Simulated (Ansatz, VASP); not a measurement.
## SnO2: VASP beside Ansatz

```xyz
3
Lattice="0.0000 2.5912 2.5912 2.5912 0.0000 2.5912 2.5912 2.5912 0.0000" Properties=species:S:1:pos:R:3 pbc="T T T"
Sn    0.0000    0.0000    0.0000
O     3.8868    3.8868    3.8868
O     1.2956    1.2956    1.2956
```

Change from the starting cell: volume scaled by 1.02.

Alike in both runs: task single point; functional PBE; k mesh 9 × 9 × 9; occupations fermi-dirac, width 0.05 eV; no spin polarisation.

|  | VASP | Ansatz |
| --- | --- | --- |
| version | VASP 6.6.1 | Ansatz 0.2.0 |
| potentials or method | VASP PAW PBE potentials, release 64 (Sn_d, O), cutoff 520 eV | all-electron LAPW, scalar-relativistic |

|  | VASP | Ansatz | Ansatz less VASP |
| --- | --- | --- | --- |
| gap on the k mesh at the Fermi level (eV) | none | none | - |
| pressure (GPa) | -3.5 | -4.0 | -0.58 |

A gap of «none» marks a metal or a gap that the smearing closes. Ansatz ran all-electron here, and VASP with PAW potentials.
